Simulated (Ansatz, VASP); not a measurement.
# SnSe: VASP beside Ansatz

INCAR

```
SYSTEM = SnSe
ALGO = Normal
EDIFF = 1E-6
ENCUT = 520
GGA = PS
ISIF = 2
ISMEAR = -1
LASPH = .True.
LCHARG = .False.
LREAL = .False.
LWAVE = .False.
NBANDS = 17
NELM = 80
PREC = Accurate
SIGMA = 0.05
```

The input KPOINTS:

```
k-points
0
Gamma
  11 11 11
  0 0 0
```

Contents of POSCAR:

```
SnSe
1.0
    0.0000000000      2.9495018222      2.9495018222
    2.9495018222      0.0000000000      2.9495018222
    2.9495018222      2.9495018222      0.0000000000
Sn Se
1 1
Direct
    0.0000000000      0.0000000000      0.0000000000
    0.5000000000      0.5000000000      0.5000000000
```

Input for Ansatz:

```yaml
crystal:
  lattice:
    - [0.0, 2.9495018222, 2.9495018222]
    - [2.9495018222, 0.0, 2.9495018222]
    - [2.9495018222, 2.9495018222, 0.0]
  atoms:
    - { symbol: Sn, position: [0.0, 0.0, 0.0] }
    - { symbol: Se, position: [0.5, 0.5, 0.5] }
kpoints:
  mp_grid: { grid: [11, 11, 11] }
scf:
  occupations: { method: fermi_dirac, width: 0.05 }
hamiltonian:
  xc: pbesol
  pseudopotentials: { kind: all_electron, lapw: { basis_error: 0.001 } }
output:
  forces: true
  stress: true
  eigenvalues: true
```

Change from the starting cell: volume scaled by 0.9405.

Alike in both runs: task single point; functional PBEsol; k mesh 11 × 11 × 11; occupations fermi-dirac, width 0.05 eV; no spin polarisation.

```csv
,VASP,Ansatz
version,VASP 6.6.1,Ansatz 0.2.0
potentials or method,"VASP PAW PBE potentials, release 64 (Sn_d, Se), cutoff 520 eV","all-electron LAPW, scalar-relativistic"
```

|  | VASP | Ansatz | Ansatz less VASP |
| --- | --- | --- | --- |
| pressure (GPa) | 1.6 | 1.5 | -0.02 |

VASP's potentials were made for PBE, not for PBEsol. Ansatz ran all-electron here, and VASP with PAW potentials.
